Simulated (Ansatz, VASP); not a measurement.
Two plane-wave programs on SiC

POSCAR

```
SiC
1.0
    0.0000000000      2.1184348925      2.1184348925
    2.1184348925      0.0000000000      2.1184348925
    2.1184348925      2.1184348925      0.0000000000
Si C
1 1
Direct
    0.0000000000      0.0000000000      0.0000000000
    0.2500000000      0.2500000000      0.2500000000
```

INCAR.step1

```
PREC = Accurate ; ENCUT = 520
ISMEAR = 0 ; SIGMA = 0.05
LREAL = False ; LASPH = True
NELM = 100 ; NBANDS = 11
GGA = PE ; ALGO = Normal
EDIFF = 1E-4 ; LWAVE = True
LCHARG = False
```

INCAR.step2

```
PREC = Accurate ; ENCUT = 520
EDIFF = 1E-7 ; ISMEAR = 0
SIGMA = 0.05 ; LREAL = False
LASPH = True ; NELM = 100
ALGO = Normal ; ISIF = 2
LWAVE = False ; LCHARG = False
METAGGA = R2SCAN ; LMIXTAU = True
NBANDS = 11 ; ISTART = 1
```

KPOINTS

```
regular mesh
0
Gamma
  10 10 10
```

Input for Ansatz:

```yaml
crystal:
  lattice:
    - [0.0, 2.1184348925, 2.1184348925]
    - [2.1184348925, 0.0, 2.1184348925]
    - [2.1184348925, 2.1184348925, 0.0]
  atoms:
    - { symbol: Si, position: [0.0, 0.0, 0.0] }
    - { symbol: C, position: [0.25, 0.25, 0.25] }
basis:
  ecutwfc: 500
  ecutrho_ratio: 4
kpoints:
  mp_grid: { grid: [10, 10, 10] }
hamiltonian:
  xc: r2scan
scf:
  occupations: { method: gaussian, width: 0.05 }
output:
  forces: true
  stress: true
  eigenvalues: true
```

Alike in both runs: task single point; functional r2SCAN; k mesh 10 × 10 × 10; occupations gaussian, width 0.05 eV; no spin polarisation.

|  | VASP | Ansatz |
| --- | --- | --- |
| version | VASP 6.6.1 | Ansatz 0.2.0 |
| potentials or method | VASP PAW PBE potentials, release 64 (Si, C), cutoff 520 eV | scalar-relativistic, plane waves, PAW |
| valence electrons in the cell | 8 | 8 |

|  | VASP | Ansatz | Ansatz less VASP |
| --- | --- | --- | --- |
| gap on the k mesh at the Fermi level (eV) | 1.67 | 1.65 | -0.013 |
| least direct gap on the mesh (eV) | 5.16 | 5.15 | -0.014 |
| pressure (GPa) | 22.0 | 22.3 | +0.27 |

VASP's potentials were made for PBE, not for r2SCAN.
